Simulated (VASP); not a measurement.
Crystal: Si3Ge2.

```
Si Ge
1.0
     4.78684    0.00000    0.00000
     0.00000    4.78684    0.00000
     0.00000    0.00000    4.86926
Si Ge
3 2
Direct
  0.50000 0.50000 0.00000
  0.00000 0.50000 0.50000
  0.50000 0.00000 0.50000
  0.00000 0.00000 0.00000
  0.00000 0.00000 0.50000
```

- Program: VASP 6.6.1
- Task: relaxation of cell and atoms
- Functional: PBE
- Potentials or basis: VASP PAW PBE potentials, release 64 (Si, Ge_d)
- Cutoff: 600 eV
- k mesh: 8 × 8 × 8
- Occupations: gaussian, width 0.1 eV
- Spin: no spin polarisation

At the start: pressure -0.7 GPa; volume 22.31 Å³/atom.

Problem. How do energy, volume and symmetry change on relaxing?

Solution. Over 6 steps the energy falls by 5.7 meV/atom and the volume is 22.17 Å³/atom (-0.7 %); space group P4/mmm (No. 123, to 0.05 Å).

The path:
```
step  energy change (eV)  largest force (eV/Å)  pressure (GPa)  volume (Å³)
   1              0.0000                0.0000           -0.65       111.57
   2             -0.0182                0.0000            0.10       110.10
   3             -0.0219                0.0000            0.70       109.11
   4             -0.0280                0.0000            0.24       110.26
   5             -0.0282                0.0000            0.15       110.52
   6             -0.0284                0.0000           -0.03       110.84
```

Final structure:
```
Si Ge
1.0
     4.71097    0.00000    0.00000
     0.00000    4.71097    0.00000
     0.00000    0.00000    4.99432
Si Ge
3 2
Direct
  0.50000 0.50000 0.00000
  0.00000 0.50000 0.50000
  0.50000 0.00000 0.50000
  0.00000 0.00000 0.00000
  0.00000 0.00000 0.50000
```
